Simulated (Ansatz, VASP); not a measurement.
# Two plane-wave programs on Re

```
CELL_PARAMETERS angstrom
-1.54260 1.54260 1.54260
1.54260 -1.54260 1.54260
1.54260 1.54260 -1.54260
ATOMIC_POSITIONS crystal
Re 0.00000 0.00000 0.00000
```

Alike in both runs: task single point; functional PBEsol; k mesh 16 × 16 × 16; occupations fermi-dirac, width 0.1 eV; no spin polarisation.

|  | VASP | Ansatz |
| --- | --- | --- |
| version | VASP 6.6.1 | Ansatz 0.2.0 |
| potentials or method | VASP PAW PBE potentials, release 64 (Re), cutoff 520 eV | plane waves (420 eV) with PAW, scalar-relativistic |
| valence electrons in the cell | 7 | 15 |

|  | VASP | Ansatz | Ansatz less VASP |
| --- | --- | --- | --- |
| pressure (GPa) | 0.3 | 0.3 | -0.02 |

VASP's potentials were made for PBE, not for PBEsol, and Ansatz warns of the same on its side. With one functional, cell and mesh, what is left measures potentials, basis and numerics. VASP's potentials hold 7 valence electrons a cell and Ansatz's 15, so a difference there can come from the potentials and not from the codes.

Spin-orbit coupling is off throughout.
